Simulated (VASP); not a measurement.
Input of a VASP 6.6.1 run:

The input INCAR:

```
ALGO     = Normal         # electronic algorithm
EDIFF    = 1E-7           # SCF threshold, eV
ENCUT    = 520            # plane-wave cutoff, eV
GGA      = PE             # functional
ISIF     = 2              # what is computed and relaxed
ISMEAR   = 0              # smearing method
LASPH    = True           # aspherical terms in the spheres
LCHARG   = False          # write CHGCAR
LREAL    = False          # projectors in reciprocal space
LWAVE    = False          # write WAVECAR
NBANDS   = 11             # bands
NELM     = 80             # most SCF steps
PREC     = Accurate       # precision mode
SIGMA    = 0.02           # smearing width, eV
```

Contents of KPOINTS:

```
k-points
0
Gamma
  10 10 10
```

The input POSCAR:

```
NaH
1.0
    2.9646099480      0.0000000000      0.0000000000
    0.0000000000      2.9646099480      0.0000000000
    0.0000000000      0.0000000000      2.9646099480
Na H
1 1
Direct
    0.0000000000      0.0000000000      0.0000000000
    0.5000000000      0.5000000000      0.5000000000
```

Potentials or basis: VASP PAW PBE potentials, release 64 (Na_pv, H).

Run with:

```sh
$ cat potpaw_PBE.64/Na_pv/POTCAR potpaw_PBE.64/H/POTCAR > POTCAR
$ mpirun -np 1 vasp_std > vasp.out
```

(1) Predict the pressure.

(2) Predict the band gap on the k mesh.

Results:

(1) -0.1 GPa.

(2) 1.03 eV, indirect (least direct gap 4.41 eV).

Caveat: the cell differs from its parent crystal (strained).
